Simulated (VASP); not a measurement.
Write the native input for VASP 6.6.1 that does the following.

| Property | Result |
| --- | --- |
| Task | single point |
| Functional | PBE |
| Potentials or basis | VASP PAW PBE potentials, release 64 (Sn_d) |
| Cutoff | 400 eV |
| k mesh | 7 × 7 × 1 |
| Occupations | fermi-dirac, width 0.05 eV |
| Spin | no spin polarisation |
| Dipole correction | yes |
| Further INCAR settings | ALGO = Normal; EDIFF = 1e-06; NBANDS = 51; NELMDL = -8 |

The structure of Sn lies in POSCAR:

```
Sn
1.0
    4.5899715380      0.0000000000      0.0000000000
   -2.2949857690      3.9750319546      0.0000000000
    0.0000000000      0.0000000000     23.4323161516
Sn
6
Direct
    0.3333333333      0.6666666667      0.3200707925
    0.0000000000      0.0000000000      0.3600550608
    0.0000000000      0.0000000000      0.4800078658
    0.6666666667      0.3333333333      0.5199921342
    0.6666666667      0.3333333333      0.6399449392
    0.3333333333      0.6666666667      0.6799292075
```

One way to write it, as run:

INCAR

```
  PREC = Accurate
  ENCUT = 400
  EDIFF = 1E-6
  ISMEAR = -1
  SIGMA = 0.05
  LREAL = False
  LASPH = True
  NELM = 120
  ALGO = Normal
  ISIF = 2
  LWAVE = False
  LCHARG = False
  LDIPOL = True
  IDIPOL = 3
  DIPOL = 0.5 0.5 0.500
  GGA = PE
  NBANDS = 51
  GGA_COMPAT = False
  NELMDL = -8
```

KPOINTS

```
Automatic mesh
0
Gamma
  7 7 1
```

Potentials or basis: VASP PAW PBE potentials, release 64 (Sn_d).

Launch:

```sh
$ cat potpaw_PBE.64/Sn_d/POTCAR > POTCAR
$ mpirun -np 1 vasp_std > vasp.out
```

Results of the run:

```yaml
Largest_force: 0.307 eV/Å
Band_gap_on_the_k_mesh: zero (band 42 reaches 0.49 eV, above the bottom of band 43 at 0.28 eV)
```

Caveat: spin-orbit coupling is left out, which moves the levels of the heavy elements.

It took 6.1 min on 1 thread of AMD EPYC 7R13, with other jobs on the host, peak memory 0.36 GiB.
